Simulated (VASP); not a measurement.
# CoSbH4 (Cmmm) in VASP: a series of runs

The runs below take CoSbH4 through single point, with PBE.

Program: VASP 6.6.1. These are calculated values, not measurements. Logs are shortened: lines on timing, memory, paths and dates and some standing lists are left out, and cuts for length are marked.

## 1. The cell of the first run

Symmetry: Cmmm, No. 65, orthorhombic system. The conventional cell has a = 4.967 Å, b = 4.981 Å, c = 8.849 Å, α = 90.00°, β = 90.00°, γ = 90.00°. Within 3.3 Å of Co (site symmetry mmm) lie 4 Sb at 2.48 to 2.49 Å. Sb (site symmetry mmm) has 4 Co at 2.48 to 2.49 Å within 3.3 Å. Within 1.0 Å of H (site symmetry m) lie 1 H at 0.75 Å.

The cell was built from a structure type or drawn by symmetry, and may not be a known phase.

## 2. Single point, PBE

File INCAR:

```
ALGO = Normal ; EDIFF = 1E-6
ENCUT = 520 ; GGA = PE
ISIF = 2 ; ISMEAR = 0
LASPH = True ; LCHARG = False
LREAL = False ; LWAVE = False
NBANDS = 18 ; NELM = 60
PREC = Accurate ; SIGMA = 0.1
```

File KPOINTS:

```
k-points
0
Gamma
  10 10 4
```

File POSCAR:

```
CoSbH4
1.0
    2.4906081821     -2.4836171041      0.0000000000
    2.4906081821      2.4836171041      0.0000000000
    0.0000000000      0.0000000000      8.8491943565
Co Sb H
1 1 4
Direct
    0.0000000000      0.0000000000      0.0000000000
    0.5000000000      0.5000000000      0.0000000000
    0.3248533725      0.8248537760      0.5000000000
    0.6751466275      0.1751462240      0.5000000000
    0.1751462240      0.6751466275      0.5000000000
    0.8248537760      0.3248533725      0.5000000000
```

Potentials or basis: VASP PAW PBE potentials, release 64 (Co, Sb, H).

On the command line:

```sh
> cat potpaw_PBE.64/Co/POTCAR potpaw_PBE.64/Sb/POTCAR potpaw_PBE.64/H/POTCAR > POTCAR
> mpirun -np 1 vasp_std > vasp.out
```

OUTCAR:

```text
EDIFF = 1E-6
   ENCUT = 520
   GGA = PE
   ISIF = 2
   ISMEAR = 0
   LASPH = True
   LREAL = False
   NELM = 60
   PREC = Accurate

 ion  position               nearest neighbor table
   1  0.000  0.000  0.000-   2 2.48   2 2.48   2 2.49   2 2.49
   2  0.500  0.500  0.000-   1 2.48   1 2.48   1 2.49   1 2.49
   3  0.325  0.825  0.500-   5 0.75
   4  0.675  0.175  0.500-   6 0.75
   5  0.175  0.675  0.500-   3 0.75
   6  0.825  0.325  0.500-   4 0.75

  LATTYP: Found a base centered orthorhombic cell.
 ALAT       =     4.9672342082
 B/A-ratio  =     1.0028148775
 C/A-ratio  =     1.7815134108

  Lattice vectors:

 A1 = (  -2.4906081821,  -2.4836171041,   0.0000000000)
 A2 = (   2.4906081821,  -2.4836171041,   0.0000000000)
 A3 = (   0.0000000000,   0.0000000000,   8.8491943565)

Analysis of symmetry for initial positions (statically):
=====================================================================
 Subroutine PRICEL returns:
 Original cell was already a primitive cell.

 Routine SETGRP: Setting up the symmetry group for a
 base centered orthorhombic supercell.

 Subroutine GETGRP returns: Found  8 space group operations
 (whereof  8 operations were pure point group operations)
 out of a pool of  8 trial point group operations.

The static configuration has the point symmetry D_2h.

Analysis of symmetry for dynamics (positions and initial velocities):
=====================================================================
 Subroutine PRICEL returns:
 Original cell was already a primitive cell.

 Routine SETGRP: Setting up the symmetry group for a
 base centered orthorhombic supercell.

 Subroutine GETGRP returns: Found  8 space group operations
 (whereof  8 operations were pure point group operations)
 out of a pool of  8 trial point group operations.

The dynamic configuration has the point symmetry D_2h.

 Subroutine INISYM returns: Found  8 space group operations
 (whereof  8 operations are pure point group operations),
 and found     1 'primitive' translations

----------------------------------------------------------------------------------------

                                     Primitive cell

  volume of cell :     109.4772

  direct lattice vectors                    reciprocal lattice vectors
     2.490608182 -2.483617104  0.000000000     0.200754179 -0.201319277  0.000000000
     2.490608182  2.483617104  0.000000000     0.200754179  0.201319277  0.000000000
     0.000000000  0.000000000  8.849194356     0.000000000  0.000000000  0.113004637

  length of vectors
     3.517311905  3.517311905  8.849194356     0.284309148  0.284309148  0.113004637

  position of ions in fractional coordinates (direct lattice)
     0.000000000  0.000000000  0.000000000
     0.500000000  0.500000000  0.000000000
     0.324853373  0.824853776  0.500000000
     0.675146627  0.175146224  0.500000000
     0.175146224  0.675146627  0.500000000
     0.824853776  0.324853373  0.500000000

  ion indices of the primitive-cell ions
   primitive index   ion index
                 1           1
                 2           2
                 3           3
                 4           4
                 5           5
                 6           6

----------------------------------------------------------------------------------------

 KPOINTS: k-points

Automatic generation of k-mesh.
 Grid dimensions read from file:
 generate k-points for:   10   10    4

 Generating k-lattice:

  Cartesian coordinates                     Fractional coordinates (reciprocal lattice)
     0.020075418 -0.020131928  0.000000000     0.100000000  0.000000000  0.000000000
     0.020075418  0.020131928  0.000000000     0.000000000  0.100000000  0.000000000
     0.000000000  0.000000000  0.028251159     0.000000000  0.000000000  0.250000000

  Length of vectors
     0.028430915  0.028430915  0.028251159

  Shift w.r.t. Gamma in fractional coordinates (k-lattice)
     0.000000000  0.000000000  0.000000000

 Subroutine IBZKPT returns following result:
 ===========================================

 Found     93 irreducible k-points:

 Following reciprocal coordinates:
            Coordinates               Weight
  0.000000  0.000000  0.000000      1.000000
  0.100000  0.000000  0.000000      4.000000
  0.200000  0.000000  0.000000      4.000000
  0.300000 -0.000000  0.000000      4.000000
  0.400000  0.000000  0.000000      4.000000
  0.500000  0.000000  0.000000      2.000000
[... 16 lines left out ...]
  0.300000  0.300000  0.000000      2.000000
  0.400000  0.300000  0.000000      4.000000
 [... further k-points ...]
   k-points           NKPTS =     93   k-points in BZ     NKDIM =     93   number of bands    NBANDS=     18
   number of dos      NEDOS =    301   number of ions     NIONS =      6
   total plane-waves  NPLWV =  54880
   dimension x,y,z NGX =    28 NGY =   28 NGZ =   70
   dimension x,y,z NGXF=    56 NGYF=   56 NGZF=  140
   ions per type =               1   1   4
   NGX,Y,Z   is equivalent  to a cutoff of  13.23, 13.23, 13.15 a.u.
   NGXF,Y,Z  is equivalent  to a cutoff of  26.47, 26.47, 26.30 a.u.
 SYSTEM =  unknown system
   PREC   = accura    normal or accurate (medium, high low for compatibility)
   ISTART =      0    job   : 0-new  1-cont  2-samecut
   ICHARG =      2    charge: 1-file 2-atom 10-const
   ISPIN  =      1    spin polarized calculation?
   LNONCOLLINEAR =      F non collinear calculations
   LSORBIT =      F    spin-orbit coupling
   LASPH  =      T    aspherical Exc in radial PAW
   ENCUT  =  520.0 eV  38.22 Ry    6.18 a.u.   6.54  6.54 16.45*2*pi/ulx,y,z
   NELM   =     60;   NELMIN=  2; NELMDL= -5     # of ELM steps
   EDIFF  = 0.1E-05   stopping-criterion for ELM
   LREAL  =      F    real-space projection
   EDIFFG = 0.1E-04   stopping-criterion for IOM
   NSW    =      0    number of steps for IOM
   IBRION =     -1    ionic relax: 0-MD 1-quasi-New 2-CG
   NFREE  =      0    steps in history (QN), initial steepest desc. (CG)
   ISIF   =      2    stress and relaxation
   ISYM   =      2    0-nonsym 1-usesym 2-fastsym
   POTIM  = 0.5000    time-step for ionic-motion
   TEBEG  =    0.0;   TEEND  =   0.0 temperature during run
   PSTRESS=    0.0 pullay stress
   NELECT =      18.0000    total number of electrons
   NUPDOWN=      -1.0000    fix difference up-down
   EMIN   =  10.00;   EMAX   =-10.00  energy-range for DOS
   EFERMI =   0.00;   METHOD = LEGACY
   ISMEAR =     0;   SIGMA  =   0.10  broadening in eV -4-tet -1-fermi 0-gaus
   EFERMI_NEDOS =   21; number of points for ismear=-14 and -15
   IALGO  =     38    algorithm
   IMIX   =      4    mixing-type and parameters
     AMIX     =   0.40;   BMIX     =  1.00
     AMIX_MAG =   1.60;   BMIX_MAG =  1.00
  volume/ion in A,a.u.               =      18.25       123.13
  Fermi-wavevector in a.u.,A,eV,Ry     =   0.896859  1.694819 10.943941  0.804357
  Thomas-Fermi vector in A             =   2.019371
   LORBIT       =      0    0 simple, 1 ext, 2 COOP (PROOUT), +10 PAW based schemes
   GGA     = PE    functional components
   LHFCALC =     F    Hartree Fock is set to
   AEXX    =    0.0000 exact exchange contribution
   IVDW    =     0    specifies the selected vdW correction
   LEPSILON=     F    determine dielectric tensor
   LRPA    =     F    only Hartree local field effects (RPA)
 non-spin polarized calculation
 Gauss-broadening in eV      SIGMA  =   0.10
  energy-cutoff  :      520.00
  volume of cell :      109.48
 maximum number of plane-waves:      2993
 NGX is ok and might be reduce to    28
   NGX = 13   NGY = 13   NGZ = 33

 number of electron      17.9999996 magnetization

 Free energy of the ion-electron system (eV)
  ---------------------------------------------------
  ext. energy  EPLUGINS =         0.00000000
  ---------------------------------------------------
  free energy    TOTEN  =       -22.84567437 eV

  energy without entropy =      -22.83281546  energy(sigma->0) =      -22.83924491

 E-fermi :   0.4862     XC(G=0):  -6.8269

 val. band max:        0.4824824905   @ k =  -0.2000   0.1000   0.0000
 cond. band min:       0.4929020889   @ k =   0.2000   0.1000   0.2500
 fundamental gap:      0.0104195983
 Fermi energy:         0.4862173250

 k-point     1 :       0.0000    0.0000    0.0000
  band No.  band energies     occupation
      1     -10.4501      2.00000
      2      -7.3877      2.00000
      3      -3.0419      2.00000
      4      -1.9018      2.00000
      5      -1.3230      2.00000
      6      -0.6364      2.00000
[... 10 lines left out ...]
     17       9.7533      0.00000
     18      11.6528      0.00000

 k-point     2 :       0.1000    0.0000    0.0000
  band No.  band energies     occupation
      1     -10.3374      2.00000
      2      -7.3033      2.00000
      3      -3.1756      2.00000
      4      -1.8692      2.00000
      5      -1.4520      2.00000
      6      -0.8824      2.00000
[... 10 lines left out ...]
     17       8.9917      0.00000
     18      11.2134      0.00000

 k-point     3 :       0.2000    0.0000    0.0000
  band No.  band energies     occupation
      1     -10.0089      2.00000
      2      -7.0537      2.00000
      3      -3.5558      2.00000
      4      -2.1115      2.00000
      5      -1.7933      2.00000
      6      -1.3338      2.00000
[... 10 lines left out ...]
     17      10.3148      0.00000
     18      10.9680      0.00000

 k-point     4 :       0.3000   -0.0000    0.0000
  band No.  band energies     occupation
      1      -9.5038      2.00000
      2      -6.6505      2.00000
      3      -4.1232      2.00000
      4      -3.3413      2.00000
      5      -1.7275      2.00000
      6      -1.7198      2.00000
[... 10 lines left out ...]
     17      10.1996      0.00000
     18      10.7249      0.00000

 k-point     5 :       0.4000    0.0000    0.0000
  band No.  band energies     occupation
      1      -8.9428      2.00000
      2      -6.1140      2.00000
      3      -4.7961      2.00000
      4      -4.4850      2.00000
      5      -1.9808      2.00000
      6      -1.6761      2.00000
[... 10 lines left out ...]
     17       9.2765      0.00000
     18       9.5763      0.00000

 k-point     6 :       0.5000    0.0000    0.0000
  band No.  band energies     occupation
      1      -8.6537      2.00000
      2      -5.4824      2.00000
      3      -5.4777      2.00000
      4      -4.9857      2.00000
      5      -2.0674      2.00000
      6      -1.6629      2.00000
[... 10 lines left out ...]
     17       8.5241      0.00000
     18       8.8530      0.00000

 k-point     7 :       0.1000    0.1000    0.0000
  band No.  band energies     occupation
      1     -10.2272      2.00000
      2      -7.1991      2.00000
      3      -3.3702      2.00000
      4      -1.8298      2.00000
      5      -1.5161      2.00000
      6      -1.1986      2.00000
[... 10 lines left out ...]
     17       9.2483      0.00000
     18      10.1629      0.00000

 k-point     8 :       0.2000    0.1000    0.0000
  band No.  band energies     occupation
      1      -9.9050      2.00000
      2      -6.9316      2.00000
      3      -3.7617      2.00000
      4      -2.1307      2.00000
      5      -1.7378      2.00000
      6      -1.5700      2.00000
[... 10 lines left out ...]
     17       9.5606      0.00000
     18      10.1274      0.00000
[... 229 lines left out ...]
     17       8.7879      0.00000
     18       9.3368      0.00000

 k-point    20 :      -0.4000    0.2000    0.0000
  band No.  band energies     occupation
      1      -8.6433      2.00000
      2      -6.0729      2.00000
      3      -4.4896      2.00000
      4      -4.0796      2.00000
      5      -2.2206      2.00000
      6      -1.3530      2.00000
[... 10 lines left out ...]
     17       9.4989      0.00000
     18       9.6076      0.00000

 k-point    21 :      -0.3000    0.2000    0.0000
  band No.  band energies     occupation
      1      -9.1347      2.00000
      2      -6.5069      2.00000
      3      -3.9719      2.00000
      4      -3.2013      2.00000
      5      -2.1339      2.00000
      6      -1.4549      2.00000
[... 10 lines left out ...]
     17       9.0284      0.00000
     18      10.4226      0.00000

 k-point    22 :      -0.2000    0.2000    0.0000
  band No.  band energies     occupation
      1      -9.5956      2.00000
      2      -6.8306      2.00000
      3      -3.6310      2.00000
      4      -2.3870      2.00000
      5      -1.9829      2.00000
      6      -1.6062      2.00000
[... 10 lines left out ...]
     17       9.0454      0.00000
     18      10.4479      0.00000

 k-point    23 :       0.3000    0.3000    0.0000
  band No.  band energies     occupation
      1      -8.7447      2.00000
      2      -5.8354      2.00000
      3      -4.8083      2.00000
      4      -3.2236      2.00000
      5      -2.4546      2.00000
      6      -1.1965      2.00000
[... 10 lines left out ...]
     17       8.0264      0.00000
     18       8.0531      0.00000

 k-point    24 :       0.4000    0.3000    0.0000
  band No.  band energies     occupation
      1      -8.3383      2.00000
      2      -5.3504      2.00000
      3      -5.1499      2.00000
      4      -3.6325      2.00000
      5      -2.5167      2.00000
      6      -1.0031      2.00000
[... 10 lines left out ...]
     17       8.3914      0.00000
     18       8.7592      0.00000

 [... further k-points ...]

------------------------ aborting loop because EDIFF is reached ----------------------------------------

  FORCE on cell =-STRESS in cart. coord.  units (eV):
  Direction    XX          YY          ZZ          XY          YZ          ZX
  --------------------------------------------------------------------------------------
  -------------------------------------------------------------------------------------
  Total       -0.1616111     -0.1538375     -0.0719900      0.0000000      0.0000000      0.0000000
  in kB       -2.3651469     -2.2513811     -1.0535590      0.0000000      0.0000000      0.0000000
  external PRESSURE =      -1.8900290 kB  Pullay stress =       0.0000000 kB

 VOLUME and BASIS-vectors are now :
 -----------------------------------------------------------------------------
  energy-cutoff  :      520.00
  volume of cell :      109.48
      direct lattice vectors                 reciprocal lattice vectors
     2.490608182 -2.483617104  0.000000000     0.200754179 -0.201319277  0.000000000
     2.490608182  2.483617104  0.000000000     0.200754179  0.201319277  0.000000000
     0.000000000  0.000000000  8.849194356     0.000000000  0.000000000  0.113004637

 POSITION                                       TOTAL-FORCE (eV/Angst)
 -----------------------------------------------------------------------------------
      0.00000      0.00000      0.00000        -0.000000      0.000000      0.000000
      2.49061      0.00000      0.00000        -0.000000     -0.000000      0.000000
      2.86347      1.24181      4.42460        -0.011790      0.000017     -0.000000
      2.11775     -1.24181      4.42460         0.011790     -0.000017      0.000000
      2.11775      1.24181      4.42460         0.011790      0.000017      0.000000
      2.86347     -1.24181      4.42460        -0.011790     -0.000017      0.000000
 -----------------------------------------------------------------------------------
    total drift:                               -0.000000      0.000000     -0.000000

  FREE ENERGIE OF THE ION-ELECTRON SYSTEM (eV)
  ---------------------------------------------------
  free  energy   TOTEN  =       -22.8456743684 eV

  energy  without entropy=      -22.8328154600  energy(sigma->0) =      -22.83924491
```

Run time: 3.7 min. Hardware: 1 thread of Intel Xeon 8259CL, shared host; peak memory 0.37 GiB.

What came out:

```
Free energy            : -22.8457 eV
Pressure               : -0.2 GPa
Largest force          : 0.012 eV/Å
Band gap on the k mesh : zero (bands 9 and 10 overlap by 0.39 eV)
```

Forces in eV/Å, atoms in the order of the input:
```
Co   0.000  0.000  0.000
Sb   0.000  0.000  0.000
H   -0.012  0.000  0.000
H    0.012  0.000  0.000
H    0.012  0.000  0.000
H   -0.012  0.000  0.000
```

Levels at points of the mesh, in eV from the Fermi level:
| k point | band 6 | band 7 | band 8 | band 9 | band 10 | band 11 | band 12 | band 13 |
| --- | --- | --- | --- | --- | --- | --- | --- | --- |
| (0.00, 0.00, 0.00) | -1.12 | -0.43 | -0.42 | -0.39 | 1.10 | 1.12 | 4.72 | 4.85 |
| (0.50, 0.00, 0.00) | -2.15 | -0.63 | -0.40 | -0.18 | 1.48 | 2.86 | 5.34 | 6.55 |
| (0.50, 0.50, 0.00) | -0.83 | -0.83 | -0.56 | -0.19 | 0.44 | 0.77 | 1.28 | 2.95 |
| (0.00, 0.00, 0.50) | -1.12 | -0.43 | -0.42 | -0.42 | 1.10 | 1.12 | 3.61 | 6.00 |
| (0.50, 0.00, 0.50) | -2.14 | -0.63 | -0.40 | -0.19 | 1.50 | 2.96 | 5.34 | 6.04 |
| (0.50, 0.50, 0.50) | -0.83 | -0.83 | -0.56 | -0.19 | 0.44 | 0.78 | 1.28 | 2.94 |

Caveat: spin-orbit coupling is left out, which moves the levels of the heavy elements; the run has no spin polarisation, though such a crystal can be magnetic. Spin polarisation is off, so any magnetic state and its effect on volume and gap are missing.

## 3. Single point, PBE

This run uses another cell than the first one, of 11.00 Å³/atom.

File INCAR:

```
PREC = Accurate
ENCUT = 520
EDIFF = 1E-7
ISMEAR = 0
SIGMA = 0.1
LREAL = F
LASPH = T
NELM = 100
ALGO = Normal
ISIF = 2
LWAVE = F
LCHARG = F
GGA = PE
NBANDS = 18
```

File KPOINTS:

```
regular mesh
0
Gamma
  8 8 8
```

File POSCAR:

```
CoSbH4
1.0
    2.4802423263     -2.8461683579      0.0000000000
    2.4802423263      2.8461683579      0.0000000000
    0.0000000000      0.0000000000      4.6766520827
Co Sb H
1 1 4
Direct
    0.5000000000      0.5000000000      0.5000000000
    0.0000000000      0.0000000000      0.5000000000
    0.3294644415      0.6705355585      0.7574562680
    0.6705355585      0.3294644415      0.7574562680
    0.3294644415      0.6705355585      0.2425437320
    0.6705355585      0.3294644415      0.2425437320
```

Potentials or basis: VASP PAW PBE potentials, release 64 (Co, Sb, H).

On the command line:

```sh
> cat potpaw_PBE.64/Co/POTCAR potpaw_PBE.64/Sb/POTCAR potpaw_PBE.64/H/POTCAR > POTCAR
> mpirun -np 1 vasp_std > vasp.out
```

Wall time 2.8 min (1 thread of Intel Xeon 8259CL, shared host); peak memory 0.27 GiB.

Results (log left out):

```yaml
Free_energy: -22.6175 eV
Pressure: -0.4 GPa
Largest_force: 0.008 eV/Å
Band_gap_on_the_k_mesh: zero (bands 9 and 10 overlap by 0.92 eV)
```

Forces in eV/Å, atoms in the order of the input:
```
Co   0.000  0.000  0.000
Sb   0.000  0.000  0.000
H    0.000  0.005  0.006
H    0.000 -0.005  0.006
H    0.000  0.005 -0.006
H    0.000 -0.005 -0.006
```

Stress tensor (GPa, compression positive):
```
-0.43  0.00  0.00
 0.00 -0.51  0.00
 0.00  0.00 -0.12
```

Levels at points of the mesh, in eV from the Fermi level:
```csv
k point,band 5,band 6,band 7,band 8,band 9,band 10,band 11,band 12,band 13,band 14
"(0.00, 0.00, 0.00)",-2.68,-1.65,-1.27,-1.13,0.13,1.21,3.84,4.04,5.06,5.22
"(0.50, 0.00, 0.00)",-2.29,-2.02,-1.59,-0.90,-0.42,0.90,3.26,4.26,5.15,6.65
"(0.50, 0.50, 0.00)",-2.85,-1.54,-1.34,-0.97,-0.78,-0.09,0.76,3.43,4.12,7.22
"(0.00, 0.00, 0.50)",-2.18,-1.63,-1.17,-1.16,0.28,1.80,2.84,3.64,5.89,7.15
"(0.50, 0.00, 0.50)",-2.98,-1.80,-1.78,-0.90,0.10,0.49,3.44,5.19,5.92,7.41
"(0.50, 0.50, 0.50)",-3.00,-2.64,-1.44,-0.96,-0.78,-0.57,0.04,1.82,5.44,6.64
```

Caveat: spin-orbit coupling is left out, which moves the levels of the heavy elements; the run has no spin polarisation, though such a crystal can be magnetic. Spin polarisation is off, so any magnetic state and its effect on volume and gap are missing.
